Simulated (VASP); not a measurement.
# ScAl2 (Fd-3m) in VASP: a series of runs

Runs on ScAl2. Level: PBEsol. Tasks: single point, relaxation of cell and atoms.

Program: VASP 6.6.1. These are calculated values, not measurements. Logs are shortened: lines on timing, memory, paths and dates and some standing lists are left out, and cuts for length are marked.

### Step 1. The cell of the first run

The structure is cubic, space group Fd-3m (No. 227). The conventional cell has a = 7.555 Å, b = 7.555 Å, c = 7.555 Å, α = 90.00°, β = 90.00°, γ = 90.00°. Within 4.1 Å of Sc (site symmetry -43m) lie 12 Al at 3.13 Å and 4 Sc at 3.27 Å. Within 3.5 Å of Al (site symmetry -3m) lie 6 Al at 2.67 Å and 6 Sc at 3.13 Å.

### Step 2. Single point, PBEsol

INCAR reads:

```
PREC = Accurate ; ENCUT = 520
EDIFF = 1E-6 ; ISMEAR = 0
SIGMA = 0.1 ; LREAL = False
LASPH = True ; NELM = 60
ALGO = Normal ; ISIF = 2
LWAVE = False ; LCHARG = True
GGA = PS ; LELF = True
LVHAR = True ; NBANDS = 26
```

KPOINTS reads:

```
regular mesh
0
Gamma
  8 8 8
```

POSCAR reads:

```
ScAl2
1.0
    0.0000000000      3.7776526849      3.7776526849
    3.7776526849      0.0000000000      3.7776526849
    3.7776526849      3.7776526849      0.0000000000
Sc Al
2 4
Direct
    0.5000000000      0.5000000000      0.5000000000
    0.7500000000      0.7500000000      0.7500000000
    0.1250000000      0.1250000000      0.1250000000
    0.6250000000      0.1250000000      0.1250000000
    0.1250000000      0.6250000000      0.1250000000
    0.1250000000      0.1250000000      0.6250000000
```

Potentials or basis: VASP PAW PBE potentials, release 64 (Sc_sv, Al).

Run with:

```sh
> cat potpaw_PBE.64/Sc_sv/POTCAR potpaw_PBE.64/Al/POTCAR > POTCAR
> mpirun -np 1 vasp_std > vasp.out
```

OUTCAR:

```text
PREC = Accurate
   ENCUT = 520
   EDIFF = 1E-6
   ISMEAR = 0
   LREAL = False
   LASPH = True
   NELM = 60
   ISIF = 2
   GGA = PS

 ion  position               nearest neighbor table
   1  0.500  0.500  0.500-   5 3.13   4 3.13   3 3.13   3 3.13   3 3.13   6 3.13   6 3.13   4 3.13
                             5 3.13   4 3.13   5 3.13   6 3.13   2 3.27   2 3.27   2 3.27   2 3.27
   2  0.750  0.750  0.750-   3 3.13   4 3.13   5 3.13   4 3.13   4 3.13   5 3.13   3 3.13   5 3.13
                             6 3.13   3 3.13   6 3.13   6 3.13   1 3.27   1 3.27   1 3.27   1 3.27
   3  0.125  0.125  0.125-   4 2.67   5 2.67   6 2.67   6 2.67   5 2.67   4 2.67   1 3.13   2 3.13
                             1 3.13   2 3.13   1 3.13   2 3.13
   4  0.625  0.125  0.125-   3 2.67   6 2.67   5 2.67   3 2.67   5 2.67   6 2.67   2 3.13   1 3.13
                             2 3.13   1 3.13   1 3.13   2 3.13
   5  0.125  0.625  0.125-   3 2.67   6 2.67   3 2.67   4 2.67   6 2.67   4 2.67   1 3.13   2 3.13
                             2 3.13   1 3.13   1 3.13   2 3.13
   6  0.125  0.125  0.625-   3 2.67   3 2.67   4 2.67   5 2.67   5 2.67   4 2.67   1 3.13   2 3.13
                             1 3.13   2 3.13   1 3.13   2 3.13

  LATTYP: Found a face centered cubic cell.
 ALAT       =     7.5553053698

  Lattice vectors:

 A1 = (   0.0000000000,   3.7776526849,   3.7776526849)
 A2 = (   3.7776526849,   0.0000000000,   3.7776526849)
 A3 = (   3.7776526849,   3.7776526849,   0.0000000000)

Analysis of symmetry for initial positions (statically):
=====================================================================
 Subroutine PRICEL returns:
 Original cell was already a primitive cell.

 Routine SETGRP: Setting up the symmetry group for a
 face centered cubic supercell.

 Subroutine GETGRP returns: Found 48 space group operations
 (whereof 24 operations were pure point group operations)
 out of a pool of 48 trial point group operations.

The static configuration has the point symmetry T_d .
 The point group associated with its full space group is O_h .

Analysis of symmetry for dynamics (positions and initial velocities):
=====================================================================
 Subroutine PRICEL returns:
 Original cell was already a primitive cell.

 Routine SETGRP: Setting up the symmetry group for a
 face centered cubic supercell.

 Subroutine GETGRP returns: Found 48 space group operations
 (whereof 24 operations were pure point group operations)
 out of a pool of 48 trial point group operations.

The dynamic configuration has the point symmetry T_d .
[... 113 lines left out ...]
   NFREE  =      0    steps in history (QN), initial steepest desc. (CG)
   ISIF   =      2    stress and relaxation
   ISYM   =      2    0-nonsym 1-usesym 2-fastsym
   POTIM  = 0.5000    time-step for ionic-motion
   TEBEG  =    0.0;   TEEND  =   0.0 temperature during run
   PSTRESS=    0.0 pullay stress
   NELECT =      34.0000    total number of electrons
   NUPDOWN=      -1.0000    fix difference up-down
   EMIN   =  10.00;   EMAX   =-10.00  energy-range for DOS
   EFERMI =   0.00;   METHOD = LEGACY
   ISMEAR =     0;   SIGMA  =   0.10  broadening in eV -4-tet -1-fermi 0-gaus
   EFERMI_NEDOS =   21; number of points for ismear=-14 and -15
   IALGO  =     38    algorithm
   IMIX   =      4    mixing-type and parameters
     AMIX     =   0.40;   BMIX     =  1.00
     AMIX_MAG =   1.60;   BMIX_MAG =  1.00
  volume/ion in A,a.u.               =      17.97       121.27
  Fermi-wavevector in a.u.,A,eV,Ry     =   1.114301  2.105723 16.893895  1.241666
  Thomas-Fermi vector in A             =   2.250894
   LORBIT       =      0    0 simple, 1 ext, 2 COOP (PROOUT), +10 PAW based schemes
   GGA     = PS    functional components
   LHFCALC =     F    Hartree Fock is set to
   AEXX    =    0.0000 exact exchange contribution
   IVDW    =     0    specifies the selected vdW correction
   LEPSILON=     F    determine dielectric tensor
   LRPA    =     F    only Hartree local field effects (RPA)
 non-spin polarized calculation
 Gauss-broadening in eV      SIGMA  =   0.10
  energy-cutoff  :      520.00
  volume of cell :      107.82
 maximum number of plane-waves:      2936
   NGX = 19   NGY = 19   NGZ = 19

 number of electron      33.9999997 magnetization

 Free energy of the ion-electron system (eV)
  ---------------------------------------------------
  ext. energy  EPLUGINS =         0.00000000
  ---------------------------------------------------
  free energy    TOTEN  =       -32.51018068 eV

  energy without entropy =      -32.48470757  energy(sigma->0) =      -32.49744413

 E-fermi :   6.4327     XC(G=0): -10.4054

 val. band max:        6.3842784015   @ k =   0.5000   0.3750   0.1250
 cond. band min:       6.4455426935   @ k =   0.3750   0.1250   0.0000
 fundamental gap:      0.0612642920
 Fermi energy:         6.4326600801

 k-point     1 :       0.0000    0.0000    0.0000
  band No.  band energies     occupation
      1     -42.6828      2.00000
      2     -42.6425      2.00000
      3     -21.4577      2.00000
      4     -21.4577      2.00000
      5     -21.4577      2.00000
      6     -21.3485      2.00000
[... 685 lines left out ...]
     25       9.5547      0.00000
     26       9.9387      0.00000

 [... further k-points ...]

------------------------ aborting loop because EDIFF is reached ----------------------------------------

  FORCE on cell =-STRESS in cart. coord.  units (eV):
  Direction    XX          YY          ZZ          XY          YZ          ZX
  --------------------------------------------------------------------------------------
  -------------------------------------------------------------------------------------
  Total       -0.6194292     -0.6194292     -0.6194292     -0.0000000     -0.0000000     -0.0000000
  in kB       -9.2046262     -9.2046262     -9.2046262     -0.0000000     -0.0000000     -0.0000000
  external PRESSURE =      -9.2046262 kB  Pullay stress =       0.0000000 kB

 VOLUME and BASIS-vectors are now :
 -----------------------------------------------------------------------------
  energy-cutoff  :      520.00
  volume of cell :      107.82
      direct lattice vectors                 reciprocal lattice vectors
     0.000000000  3.777652685  3.777652685    -0.132357324  0.132357324  0.132357324
     3.777652685  0.000000000  3.777652685     0.132357324 -0.132357324  0.132357324
     3.777652685  3.777652685  0.000000000     0.132357324  0.132357324 -0.132357324

 POSITION                                       TOTAL-FORCE (eV/Angst)
 -----------------------------------------------------------------------------------
      3.77765      3.77765      3.77765        -0.000000     -0.000000     -0.000000
      5.66648      5.66648      5.66648         0.000000      0.000000      0.000000
      0.94441      0.94441      0.94441         0.000000     -0.000000      0.000000
      0.94441      2.83324      2.83324         0.000000     -0.000000      0.000000
      2.83324      0.94441      2.83324         0.000000     -0.000000     -0.000000
      2.83324      2.83324      0.94441         0.000000     -0.000000      0.000000
 -----------------------------------------------------------------------------------
    total drift:                               -0.000000     -0.000000      0.000000

  FREE ENERGIE OF THE ION-ELECTRON SYSTEM (eV)
  ---------------------------------------------------
  free  energy   TOTEN  =       -32.5101806810 eV

  energy  without entropy=      -32.4847075742  energy(sigma->0) =      -32.49744413
```

It took 1.9 min on 1 thread of AMD EPYC 7R43 (Zen 3), shared host; peak memory 0.23 GiB.

Results:

| Item | Value |
| --- | --- |
| Free energy | -32.5102 eV |
| Pressure | -0.9 GPa |
| Band gap on the k mesh | zero (band 17 reaches 7.11 eV, above the bottom of band 18 at 4.75 eV) |

Caveat: the PAW data sets were made with another functional, which shifts forces and pressure a little.

### Step 3. Relaxation of cell and atoms, PBEsol

INCAR reads:

```
PREC     = Accurate       # precision mode
ENCUT    = 600            # plane-wave cutoff, eV
EDIFF    = 1E-7           # SCF threshold, eV
ISMEAR   = 0              # smearing method
SIGMA    = 0.1            # smearing width, eV
LREAL    = F              # projectors in reciprocal space
LASPH    = T              # aspherical terms in the spheres
NELM     = 100            # most SCF steps
ALGO     = Normal         # electronic algorithm
ISIF     = 3              # what is computed and relaxed
LWAVE    = F              # write WAVECAR
LCHARG   = F              # write CHGCAR
GGA      = PS             # functional
IBRION   = 2              # ionic algorithm
NSW      = 80             # ionic steps
EDIFFG   = -0.01          # ionic threshold
```

KPOINTS reads:

```
regular mesh
0
Gamma
  6 6 6
```

POSCAR is that of step 2.

Potentials or basis: VASP PAW PBE potentials, release 64 (Sc_sv, Al).

Run with:

```sh
> cat potpaw_PBE.64/Sc_sv/POTCAR potpaw_PBE.64/Al/POTCAR > POTCAR
> mpirun -np 1 vasp_std > vasp.out
```

OUTCAR:

```text
PREC = Accurate
   ENCUT = 600
   EDIFF = 1E-7
   ISMEAR = 0
   LREAL = F
   LASPH = T
   NELM = 100
   ISIF = 3
   GGA = PS
   IBRION = 2
   NSW = 80
   EDIFFG = -0.01

 ion  position               nearest neighbor table
   1  0.500  0.500  0.500-   5 3.13   4 3.13   3 3.13   3 3.13   3 3.13   6 3.13   6 3.13   4 3.13
                             5 3.13   4 3.13   5 3.13   6 3.13   2 3.27   2 3.27   2 3.27   2 3.27
   2  0.750  0.750  0.750-   3 3.13   4 3.13   5 3.13   4 3.13   4 3.13   5 3.13   3 3.13   5 3.13
                             6 3.13   3 3.13   6 3.13   6 3.13   1 3.27   1 3.27   1 3.27   1 3.27
   3  0.125  0.125  0.125-   4 2.67   5 2.67   6 2.67   6 2.67   5 2.67   4 2.67   1 3.13   2 3.13
                             1 3.13   2 3.13   1 3.13   2 3.13
   4  0.625  0.125  0.125-   3 2.67   6 2.67   5 2.67   3 2.67   5 2.67   6 2.67   2 3.13   1 3.13
                             2 3.13   1 3.13   1 3.13   2 3.13
   5  0.125  0.625  0.125-   3 2.67   6 2.67   3 2.67   4 2.67   6 2.67   4 2.67   1 3.13   2 3.13
                             2 3.13   1 3.13   1 3.13   2 3.13
   6  0.125  0.125  0.625-   3 2.67   3 2.67   4 2.67   5 2.67   5 2.67   4 2.67   1 3.13   2 3.13
                             1 3.13   2 3.13   1 3.13   2 3.13

  LATTYP: Found a face centered cubic cell.
 ALAT       =     7.5553053698

  Lattice vectors:

 A1 = (   0.0000000000,   3.7776526849,   3.7776526849)
 A2 = (   3.7776526849,   0.0000000000,   3.7776526849)
 A3 = (   3.7776526849,   3.7776526849,   0.0000000000)

Analysis of symmetry for initial positions (statically):
=====================================================================
 Subroutine PRICEL returns:
 Original cell was already a primitive cell.

 Routine SETGRP: Setting up the symmetry group for a
 face centered cubic supercell.

 Subroutine GETGRP returns: Found 48 space group operations
 (whereof 24 operations were pure point group operations)
 out of a pool of 48 trial point group operations.

The static configuration has the point symmetry T_d .
 The point group associated with its full space group is O_h .

Analysis of symmetry for dynamics (positions and initial velocities):
=====================================================================
[... 124 lines left out ...]
   EFERMI =   0.00;   METHOD = LEGACY
   ISMEAR =     0;   SIGMA  =   0.10  broadening in eV -4-tet -1-fermi 0-gaus
   EFERMI_NEDOS =   21; number of points for ismear=-14 and -15
   IALGO  =     38    algorithm
   IMIX   =      4    mixing-type and parameters
     AMIX     =   0.40;   BMIX     =  1.00
     AMIX_MAG =   1.60;   BMIX_MAG =  1.00
  volume/ion in A,a.u.               =      17.97       121.27
  Fermi-wavevector in a.u.,A,eV,Ry     =   1.114301  2.105723 16.893895  1.241666
  Thomas-Fermi vector in A             =   2.250894
   LORBIT       =      0    0 simple, 1 ext, 2 COOP (PROOUT), +10 PAW based schemes
   GGA     = PS    functional components
   LHFCALC =     F    Hartree Fock is set to
   AEXX    =    0.0000 exact exchange contribution
   IVDW    =     0    specifies the selected vdW correction
   LEPSILON=     F    determine dielectric tensor
   LRPA    =     F    only Hartree local field effects (RPA)
 conjugate gradient relaxation of ions
 non-spin polarized calculation
 Gauss-broadening in eV      SIGMA  =   0.10
  energy-cutoff  :      600.00
  volume of cell :      107.82
 maximum number of plane-waves:      3647
 NGX is ok and might be reduce to    48
   NGX = 21   NGY = 21   NGZ = 21

--------------------------------------- Ionic step        1  -------------------------------------------

 number of electron      33.9999998 magnetization

 Free energy of the ion-electron system (eV)
  ---------------------------------------------------
  ext. energy  EPLUGINS =         0.00000000
  ---------------------------------------------------
  free energy    TOTEN  =       -32.53437357 eV

  energy without entropy =      -32.51804345  energy(sigma->0) =      -32.52620851

------------------------ aborting loop because EDIFF is reached ----------------------------------------

  FORCE on cell =-STRESS in cart. coord.  units (eV):
  Direction    XX          YY          ZZ          XY          YZ          ZX
  --------------------------------------------------------------------------------------
  -------------------------------------------------------------------------------------
  Total       -0.5942498     -0.5942498     -0.5942498      0.0000000      0.0000000      0.0000000
  in kB       -8.8304641     -8.8304641     -8.8304641      0.0000000      0.0000000      0.0000000
  external PRESSURE =      -8.8304641 kB  Pullay stress =       0.0000000 kB
[... 67 lines left out ...]
--------------------------------------- Ionic step        3  -------------------------------------------

 number of electron      33.9999999 magnetization

 Free energy of the ion-electron system (eV)
  ---------------------------------------------------
  ext. energy  EPLUGINS =         0.00000000
  ---------------------------------------------------
  free energy    TOTEN  =       -32.53727913 eV

  energy without entropy =      -32.52091977  energy(sigma->0) =      -32.52909945

 E-fermi :   6.4888     XC(G=0): -10.4445

 val. band max:        6.4491350307   @ k =   0.5000   0.1667   0.0000
 cond. band min:       6.5394057634   @ k =   0.3333   0.3333   0.0000
 fundamental gap:      0.0902707327
 Fermi energy:         6.4888360999

 k-point     1 :       0.0000    0.0000    0.0000
  band No.  band energies     occupation
      1     -42.5809      2.00000
      2     -42.5389      2.00000
      3     -21.3595      2.00000
      4     -21.3595      2.00000
      5     -21.3595      2.00000
      6     -21.2468      2.00000
[... 406 lines left out ...]
  FREE ENERGIE OF THE ION-ELECTRON SYSTEM (eV)
  ---------------------------------------------------
  free  energy   TOTEN  =       -32.5372791262 eV

  energy  without entropy=      -32.5209197676  energy(sigma->0) =      -32.52909945

 reached required accuracy - stopping structural energy minimisation
```

Wall time 3.9 min (1 thread of AMD EPYC 7R43 (Zen 3), shared host); peak memory 0.29 GiB.

What came out:

| Property | Result |
| --- | --- |
| Free energy | -32.5373 eV |
| Relaxed volume | 17.80 Å³/atom |
| Relaxed cell | a = 5.325 Å, b = 5.325 Å, c = 5.325 Å, α = 60.00°, β = 60.00°, γ = 60.00° |
| Space group after relaxing (to 0.05 Å) | Fd-3m (No. 227) |
| Energy gained by relaxing | 0.5 meV/atom |
| Ionic steps | 3 |
| Pressure after relaxing | 0.0 GPa |
| Band gap on the k mesh | zero (band 17 reaches 7.18 eV, above the bottom of band 18 at 4.81 eV) |

Step by step:
```csv
step,energy change (eV),largest force (eV/Å),pressure (GPa),volume (Å³)
1,0.0000,0.0000,-0.88,107.82
2,-0.0022,0.0000,0.43,106.28
3,-0.0029,0.0000,0.01,106.77
```

Final structure:
```
CELL_PARAMETERS angstrom
0.00000 3.76540 3.76540
3.76540 0.00000 3.76540
3.76540 3.76540 0.00000
ATOMIC_POSITIONS crystal
Sc 0.50000 0.50000 0.50000
Sc 0.75000 0.75000 0.75000
Al 0.12500 0.12500 0.12500
Al 0.62500 0.12500 0.12500
Al 0.12500 0.62500 0.12500
Al 0.12500 0.12500 0.62500
```

Caveat: the PAW data sets were made with another functional, which shifts forces and pressure a little.
